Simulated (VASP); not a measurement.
A run of VASP 6.6.1:

Contents of INCAR:

```
SYSTEM = HgTe
PREC = Accurate
ENCUT = 520
EDIFF = 1E-7
ISMEAR = -1
SIGMA = 0.05
LREAL = .FALSE.
LASPH = .TRUE.
NELM = 80
ALGO = Normal
ISIF = 2
LWAVE = .FALSE.
LCHARG = .FALSE.
GGA = RP
IVDW = 12
NBANDS = 16
```

Contents of KPOINTS:

```
Automatic mesh
0
G
  7 7 7
  0 0 0
```

Contents of POSCAR:

```
HgTe
1.0
    0.0000000000      2.8277387750      2.8277387750
    2.8277387750      0.0000000000      2.8277387750
    2.8277387750      2.8277387750      0.0000000000
Hg Te
1 1
Direct
    0.0000000000      0.0000000000      0.0000000000
    0.5000000000      0.5000000000      0.5000000000
```

Potentials or basis: VASP PAW PBE potentials, release 64 (Hg, Te).

Command:

```bash
$ cat potpaw_PBE.64/Hg/POTCAR potpaw_PBE.64/Te/POTCAR > POTCAR
$ mpirun -np 1 vasp_std > vasp.out
```

Hardware: 1 thread of Intel(R) Xeon(R) 6975P-C (Granite Rapids), with other jobs on the host.

Q: Estimate the wall time of this run.

A: Run time: 9.3 s on 1 thread of Intel(R) Xeon(R) 6975P-C (Granite Rapids), with other jobs on the host, peak memory 0.18 GiB. Counts: scf iterations 15, k points 20.
